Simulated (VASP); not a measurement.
CdSe, 4 atoms in the cell. Symmetry: P6_3/mmc, No. 194, hexagonal system. The conventional cell has a = 3.915 Å, b = 3.915 Å, c = 6.450 Å, α = 90.00°, β = 90.00°, γ = 120.00°. Within 3.7 Å of Cd (site symmetry -3m) lie 6 Se at 2.78 Å and 2 Cd at 3.22 Å. Se (site symmetry -6m2) has 6 Cd at 2.78 Å within 3.7 Å. 

```yaml
Program: VASP 6.6.1
Task: relaxation of cell and atoms
Functional: PBE
Potentials_or_basis: VASP PAW PBE potentials, release 64 (Cd, Se)
Cutoff: 600 eV
k_mesh: 6 × 6 × 4
Occupations: gaussian, width 0.1 eV
Spin: no spin polarisation
Dipole_correction: no
Further_INCAR_settings: ALGO = Normal; EDIFF = 1e-06; IBRION = 2; EDIFFG = -0.04; NSW = 90; ISIF = 3
```

Potentials or basis: VASP PAW PBE potentials, release 64 (Cd, Se).

The run is started by

```console
$ cat potpaw_PBE.64/Cd/POTCAR potpaw_PBE.64/Se/POTCAR > POTCAR
$ mpirun -np 1 vasp_std > vasp.out
```

Hardware: 1 thread of Intel Xeon 8259CL (shared host).

Question: How long does it take, and how much memory?

Answer: Run time: 120 s on 1 thread of Intel Xeon 8259CL (shared host), peak memory 0.26 GiB. Counts: scf iterations 31, k points 21, ion steps 3.
